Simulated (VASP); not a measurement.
Input of a VASP 6.6.1 run:

POSCAR

```
Al
1.0
    0.0000000000      1.9963971707      1.9963971707
    1.9963971707      0.0000000000      1.9963971707
    1.9963971707      1.9963971707      0.0000000000
Al
1
Direct
    0.0000000000      0.0000000000      0.0000000000
```

INCAR.step1

```
ALGO     = Normal         # electronic algorithm
EDIFF    = 1E-4           # SCF threshold, eV
ENCUT    = 520            # plane-wave cutoff, eV
GGA      = PE             # functional
ISMEAR   = 0              # smearing method
LASPH    = T              # aspherical terms in the spheres
LCHARG   = F              # write CHGCAR
LREAL    = F              # projectors in reciprocal space
LWAVE    = T              # write WAVECAR
NBANDS   = 8              # bands
NELM     = 60             # most SCF steps
PREC     = Accurate       # precision mode
SIGMA    = 0.1            # smearing width, eV
```

The input INCAR.step2:

```
ALGO     = Normal         # electronic algorithm
EDIFF    = 1E-7           # SCF threshold, eV
ENCUT    = 520            # plane-wave cutoff, eV
ISIF     = 2              # what is computed and relaxed
ISMEAR   = 0              # smearing method
ISTART   = 1            
LASPH    = T              # aspherical terms in the spheres
LCHARG   = T              # write CHGCAR
LELF     = T              # ELF
LMIXTAU  = T            
LREAL    = F              # projectors in reciprocal space
LVHAR    = T            
LWAVE    = F              # write WAVECAR
METAGGA  = R2SCAN         # meta-GGA
NBANDS   = 8              # bands
NELM     = 60             # most SCF steps
PREC     = Accurate       # precision mode
SIGMA    = 0.1            # smearing width, eV
```

File KPOINTS:

```
k-points
0
Gamma
  34 34 34
```

Potentials or basis: VASP PAW PBE potentials, release 64 (Al).

Run with:

```bash
$ cat potpaw_PBE.64/Al/POTCAR > POTCAR
$ cp INCAR.step1 INCAR
$ mpirun -np 1 vasp_std > vasp.out
$ cp INCAR.step2 INCAR
$ mpirun -np 1 vasp_std > vasp.out
```

(1) Predict the band gap on the k mesh.

(2) Estimate the pressure.

Results:

(1) zero (an odd number of electrons rules out a gap without spin polarisation).

(2) -0.3 GPa.

Caveat: the PAW data sets were made with another functional, which shifts forces and pressure a little.
